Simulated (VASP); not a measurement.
# AlN (F-43m) in VASP: further runs

The runs below take AlN through single point, with LDA.

Program: VASP 6.6.1. These are calculated values, not measurements. Logs are shortened: lines on timing, memory, paths and dates and some standing lists are left out, and cuts for length are marked.

**1. The cell of the first run**

It takes space group F-43m (No. 216, cubic). Conventional cell: a = 4.279 Å, b = 4.279 Å, c = 4.279 Å, α = 90.00°, β = 90.00°, γ = 90.00°. Within 2.5 Å of Al (site symmetry -43m) lie 4 N at 1.85 Å. Within 2.5 Å of N (site symmetry -43m) lie 4 Al at 1.85 Å.

**2. Single point, LDA**

INCAR

```
PREC = Accurate
ENCUT = 520
EDIFF = 1E-7
ISMEAR = -1
SIGMA = 0.02
LREAL = F
LASPH = T
NELM = 80
ALGO = Normal
ISIF = 2
LWAVE = F
LCHARG = F
GGA = CA
NBANDS = 11
```

KPOINTS

```
Automatic mesh
0
Gamma
  8 8 8
```

POSCAR

```
AlN
1.0
    0.0000000000      2.1394062656      2.1394062656
    2.1394062656      0.0000000000      2.1394062656
    2.1394062656      2.1394062656      0.0000000000
Al N
1 1
Direct
    0.0000000000      0.0000000000      0.0000000000
    0.7500000000      0.7500000000      0.7500000000
```

Potentials or basis: VASP PAW LDA potentials, release 64 (Al, N).

On the command line:

```bash
$ cat potpaw_LDA.64/Al/POTCAR potpaw_LDA.64/N/POTCAR > POTCAR
$ mpirun -np 1 vasp_std > vasp.out
```

OUTCAR:

```text
PREC = Accurate
   ENCUT = 520
   EDIFF = 1E-7
   ISMEAR = -1
   LREAL = F
   LASPH = T
   NELM = 80
   ISIF = 2
   GGA = CA

 ion  position               nearest neighbor table
   1  0.000  0.000  0.000-   2 1.85   2 1.85   2 1.85   2 1.85
   2  0.750  0.750  0.750-   1 1.85   1 1.85   1 1.85   1 1.85

  LATTYP: Found a face centered cubic cell.
 ALAT       =     4.2788125312

  Lattice vectors:

 A1 = (   0.0000000000,   2.1394062656,   2.1394062656)
 A2 = (   2.1394062656,   0.0000000000,   2.1394062656)
 A3 = (   2.1394062656,   2.1394062656,   0.0000000000)

Analysis of symmetry for initial positions (statically):
=====================================================================
 Subroutine PRICEL returns:
 Original cell was already a primitive cell.

 Routine SETGRP: Setting up the symmetry group for a
 face centered cubic supercell.

 Subroutine GETGRP returns: Found 24 space group operations
 (whereof 24 operations were pure point group operations)
 out of a pool of 48 trial point group operations.

The static configuration has the point symmetry T_d .

Analysis of symmetry for dynamics (positions and initial velocities):
=====================================================================
 Subroutine PRICEL returns:
 Original cell was already a primitive cell.

 Routine SETGRP: Setting up the symmetry group for a
 face centered cubic supercell.

 Subroutine GETGRP returns: Found 24 space group operations
 (whereof 24 operations were pure point group operations)
 out of a pool of 48 trial point group operations.

The dynamic configuration has the point symmetry T_d .

 Subroutine INISYM returns: Found 24 space group operations
 (whereof 24 operations are pure point group operations),
 and found     1 'primitive' translations

----------------------------------------------------------------------------------------

                                     Primitive cell

  volume of cell :      19.5844

  direct lattice vectors                    reciprocal lattice vectors
     0.000000000  2.139406266  2.139406266    -0.233709702  0.233709702  0.233709702
     2.139406266  0.000000000  2.139406266     0.233709702 -0.233709702  0.233709702
     2.139406266  2.139406266  0.000000000     0.233709702  0.233709702 -0.233709702

  length of vectors
     3.025577356  3.025577356  3.025577356     0.404797077  0.404797077  0.404797077

  position of ions in fractional coordinates (direct lattice)
     0.000000000  0.000000000  0.000000000
     0.750000000  0.750000000  0.750000000

  ion indices of the primitive-cell ions
   primitive index   ion index
                 1           1
                 2           2

----------------------------------------------------------------------------------------

 KPOINTS: Automatic mesh

Automatic generation of k-mesh.
 Grid dimensions read from file:
 generate k-points for:    8    8    8

 Generating k-lattice:

  Cartesian coordinates                     Fractional coordinates (reciprocal lattice)
    -0.029213713  0.029213713  0.029213713     0.125000000  0.000000000  0.000000000
     0.029213713 -0.029213713  0.029213713     0.000000000  0.125000000  0.000000000
     0.029213713  0.029213713 -0.029213713     0.000000000  0.000000000  0.125000000

  Length of vectors
     0.050599635  0.050599635  0.050599635

  Shift w.r.t. Gamma in fractional coordinates (k-lattice)
     0.000000000  0.000000000  0.000000000

 Subroutine IBZKPT returns following result:
 ===========================================

 Found     29 irreducible k-points:

 Following reciprocal coordinates:
            Coordinates               Weight
  0.000000  0.000000  0.000000      1.000000
  0.125000  0.000000  0.000000      8.000000
  0.250000  0.000000  0.000000      8.000000
  0.375000  0.000000  0.000000      8.000000
  0.500000  0.000000  0.000000      4.000000
  0.125000  0.125000  0.000000      6.000000
[... 16 lines left out ...]
  0.500000  0.250000  0.125000     48.000000
 -0.375000  0.250000  0.125000     24.000000
 [... further k-points ...]
   k-points           NKPTS =     29   k-points in BZ     NKDIM =     29   number of bands    NBANDS=     11
   number of dos      NEDOS =    301   number of ions     NIONS =      2
   total plane-waves  NPLWV =  13824
   dimension x,y,z NGX =    24 NGY =   24 NGZ =   24
   dimension x,y,z NGXF=    48 NGYF=   48 NGZF=   48
   ions per type =               1   1
   NGX,Y,Z   is equivalent  to a cutoff of  13.19, 13.19, 13.19 a.u.
   NGXF,Y,Z  is equivalent  to a cutoff of  26.37, 26.37, 26.37 a.u.
 SYSTEM =  unknown system
   PREC   = accura    normal or accurate (medium, high low for compatibility)
   ISTART =      0    job   : 0-new  1-cont  2-samecut
   ICHARG =      2    charge: 1-file 2-atom 10-const
   ISPIN  =      1    spin polarized calculation?
   LNONCOLLINEAR =      F non collinear calculations
   LSORBIT =      F    spin-orbit coupling
   LASPH  =      T    aspherical Exc in radial PAW
   ENCUT  =  520.0 eV  38.22 Ry    6.18 a.u.   5.63  5.63  5.63*2*pi/ulx,y,z
   NELM   =     80;   NELMIN=  2; NELMDL= -5     # of ELM steps
   EDIFF  = 0.1E-06   stopping-criterion for ELM
   LREAL  =      F    real-space projection
   EDIFFG = 0.1E-05   stopping-criterion for IOM
   NSW    =      0    number of steps for IOM
   IBRION =     -1    ionic relax: 0-MD 1-quasi-New 2-CG
   NFREE  =      0    steps in history (QN), initial steepest desc. (CG)
   ISIF   =      2    stress and relaxation
   ISYM   =      2    0-nonsym 1-usesym 2-fastsym
   POTIM  = 0.5000    time-step for ionic-motion
   TEBEG  =    0.0;   TEEND  =   0.0 temperature during run
   PSTRESS=    0.0 pullay stress
   NELECT =       8.0000    total number of electrons
   NUPDOWN=      -1.0000    fix difference up-down
   EMIN   =  10.00;   EMAX   =-10.00  energy-range for DOS
   EFERMI =   0.00;   METHOD = LEGACY
   ISMEAR =    -1;   SIGMA  =   0.02  broadening in eV -4-tet -1-fermi 0-gaus
   EFERMI_NEDOS =   21; number of points for ismear=-14 and -15
   IALGO  =     38    algorithm
   IMIX   =      4    mixing-type and parameters
     AMIX     =   0.40;   BMIX     =  1.00
     AMIX_MAG =   1.60;   BMIX_MAG =  1.00
  volume/ion in A,a.u.               =       9.79        66.08
  Fermi-wavevector in a.u.,A,eV,Ry     =   1.214698  2.295446 20.075269  1.475491
  Thomas-Fermi vector in A             =   2.350109
   LORBIT       =      0    0 simple, 1 ext, 2 COOP (PROOUT), +10 PAW based schemes
   GGA     = CA    functional components
   LHFCALC =     F    Hartree Fock is set to
   AEXX    =    0.0000 exact exchange contribution
   IVDW    =     0    specifies the selected vdW correction
   LEPSILON=     F    determine dielectric tensor
   LRPA    =     F    only Hartree local field effects (RPA)
 non-spin polarized calculation
  energy-cutoff  :      520.00
  volume of cell :       19.58
 maximum number of plane-waves:       544
 NGX is ok and might be reduce to    24
   NGX = 11   NGY = 11   NGZ = 11

 number of electron       7.9999999 magnetization

 Free energy of the ion-electron system (eV)
  ---------------------------------------------------
  ext. energy  EPLUGINS =         0.00000000
  ---------------------------------------------------
  free energy    TOTEN  =       -16.34384777 eV

  energy without entropy =      -16.34384777  energy(sigma->0) =      -16.34384777

 E-fermi :   6.7527     XC(G=0): -11.5386

 val. band max:        6.3088673874   @ k =   0.0000   0.0000   0.0000
 cond. band min:       9.5564462042   @ k =   0.5000   0.5000   0.0000
 fundamental gap:      3.2475788168
 Fermi energy:         6.7526866148

 k-point     1 :       0.0000    0.0000    0.0000
  band No.  band energies     occupation
      1      -8.8843      2.00000
      2       6.3089      2.00000
      3       6.3089      2.00000
      4       6.3089      2.00000
      5      11.1066      0.00000
      6      19.2602      0.00000
      7      19.2602      0.00000
      8      19.2602      0.00000
      9      24.3270      0.00000
     10      24.3270      0.00000
     11      25.8368      0.00000

 k-point     2 :       0.1250    0.0000    0.0000
  band No.  band energies     occupation
      1      -8.6351      2.00000
      2       5.1253      2.00000
      3       6.2284      2.00000
      4       6.2284      2.00000
      5      12.0045      0.00000
      6      18.6924      0.00000
      7      19.4376      0.00000
      8      19.4376      0.00000
      9      22.7357      0.00000
     10      22.7357      0.00000
     11      24.7569      0.00000

 k-point     3 :       0.2500    0.0000    0.0000
  band No.  band energies     occupation
      1      -7.9450      2.00000
      2       2.9517      2.00000
      3       6.0474      2.00000
      4       6.0474      2.00000
      5      13.2739      0.00000
      6      17.6701      0.00000
      7      18.9395      0.00000
      8      18.9395      0.00000
      9      22.9373      0.00000
     10      22.9373      0.00000
     11      24.0118      0.00000

 k-point     4 :       0.3750    0.0000    0.0000
  band No.  band energies     occupation
      1      -7.0520      2.00000
      2       0.9915      2.00000
      3       5.8824      2.00000
      4       5.8824      2.00000
      5      13.9549      0.00000
      6      16.8418      0.00000
      7      18.0192      0.00000
      8      18.0192      0.00000
      9      24.3969      0.00000
     10      25.0880      0.00000
     11      25.0880      0.00000
[... 239 lines left out ...]
 k-point    22 :       0.3750    0.2500    0.1250
  band No.  band energies     occupation
      1      -7.3853      2.00000
      2       2.6464      2.00000
      3       4.7539      2.00000
      4       5.6868      2.00000
      5      13.4033      0.00000
      6      17.1669      0.00000
      7      17.5724      0.00000
      8      19.9526      0.00000
      9      21.3705      0.00000
     10      25.9152      0.00000
     11      28.5101      0.00000

 k-point    23 :       0.5000    0.2500    0.1250
  band No.  band energies     occupation
      1      -6.6075      2.00000
      2       1.4787      2.00000
      3       4.1410      2.00000
      4       5.3382      2.00000
      5      13.4953      0.00000
      6      16.3411      0.00000
      7      18.2968      0.00000
      8      19.5385      0.00000
      9      22.8088      0.00000
     10      26.5131      0.00000
     11      28.7306      0.00000

 k-point    24 :      -0.3750    0.2500    0.1250
  band No.  band energies     occupation
      1      -6.2099      2.00000
      2       0.8880      2.00000
      3       3.9885      2.00000
      4       5.1381      2.00000
      5      13.4998      0.00000
      6      15.9801      0.00000
      7      18.8937      0.00000
      8      19.3938      0.00000
      9      24.0458      0.00000
     10      25.5613      0.00000
     11      29.0109      0.00000

 [... further k-points ...]
[... 5 lines left out ...]
  --------------------------------------------------------------------------------------
  -------------------------------------------------------------------------------------
  Total        1.3349241      1.3349241      1.3349241      0.0000000      0.0000000     -0.0000000
  in kB      109.2087319    109.2087319    109.2087319      0.0000000      0.0000000     -0.0000000
  external PRESSURE =     109.2087319 kB  Pullay stress =       0.0000000 kB

 VOLUME and BASIS-vectors are now :
 -----------------------------------------------------------------------------
  energy-cutoff  :      520.00
  volume of cell :       19.58
      direct lattice vectors                 reciprocal lattice vectors
     0.000000000  2.139406266  2.139406266    -0.233709702  0.233709702  0.233709702
     2.139406266  0.000000000  2.139406266     0.233709702 -0.233709702  0.233709702
     2.139406266  2.139406266  0.000000000     0.233709702  0.233709702 -0.233709702

 POSITION                                       TOTAL-FORCE (eV/Angst)
 -----------------------------------------------------------------------------------
      0.00000      0.00000      0.00000         0.000000      0.000000      0.000000
      3.20911      3.20911      3.20911        -0.000000     -0.000000     -0.000000
 -----------------------------------------------------------------------------------
    total drift:                                0.000000      0.000000      0.000000

  FREE ENERGIE OF THE ION-ELECTRON SYSTEM (eV)
  ---------------------------------------------------
  free  energy   TOTEN  =       -16.3438477739 eV

  energy  without entropy=      -16.3438477739  energy(sigma->0) =      -16.34384777
```

It took 3.3 s on 1 thread of AMD EPYC 9R45 (Zen 5), shared host; peak memory 0.09 GiB.

Results:

| Quantity | Value |
| --- | --- |
| Free energy | -16.3438 eV |
| Pressure | 10.9 GPa |
| Band gap on the k mesh | 3.25 eV, indirect (least direct gap 4.80 eV) |

A k mesh can miss the band edges. As with any semilocal functional, this LDA gap is likely too small.

**3. Single point, LDA**

This run uses another cell than the first one, of 10.00 Å³/atom, 1.021 times its volume.

INCAR

```
SYSTEM = AlN
PREC = Accurate
ENCUT = 520
EDIFF = 1E-6
ISMEAR = -1
SIGMA = 0.02
LREAL = .False.
LASPH = .True.
NELM = 60
ALGO = Normal
ISIF = 2
LWAVE = .False.
LCHARG = .False.
NBANDS = 11
```

KPOINTS

```
regular mesh
0
Gamma
  8 8 8
  0 0 0
```

POSCAR

```
AlN
1.0
    0.0000000000      2.1544730033      2.1544730033
    2.1544730033      0.0000000000      2.1544730033
    2.1544730033      2.1544730033      0.0000000000
Al N
1 1
Direct
    0.0000000000      0.0000000000      0.0000000000
    0.7500000000      0.7500000000      0.7500000000
```

Potentials or basis: VASP PAW LDA potentials, release 64 (Al, N).

On the command line:

```bash
$ cat potpaw_LDA.64/Al/POTCAR potpaw_LDA.64/N/POTCAR > POTCAR
$ mpirun -np 1 vasp_std > vasp.out
```

Run time: 3.2 s. Hardware: 1 thread of AMD EPYC 9R45 (Zen 5), shared host; peak memory 0.09 GiB.

It converged, with:

```
Free energy            : -16.3658 eV
Pressure               : 5.8 GPa
Band gap on the k mesh : 3.24 eV, indirect (least direct gap 4.60 eV)
```

Levels at points of the mesh, in eV from the valence-band top:
```
           k point  band 1  band 2  band 3  band 4  band 5  band 6  band 7  band 8
(0.00, 0.00, 0.00)  -15.07    0.00    0.00    0.00    4.60   12.74   12.74   12.74
(0.50, 0.00, 0.00)  -12.82   -6.08   -0.49   -0.49    7.64   10.05   11.22   11.22
(0.50, 0.50, 0.00)  -12.12   -5.08   -1.84   -1.84    3.24    8.66   14.31   15.99
```

A k mesh can miss the band edges.
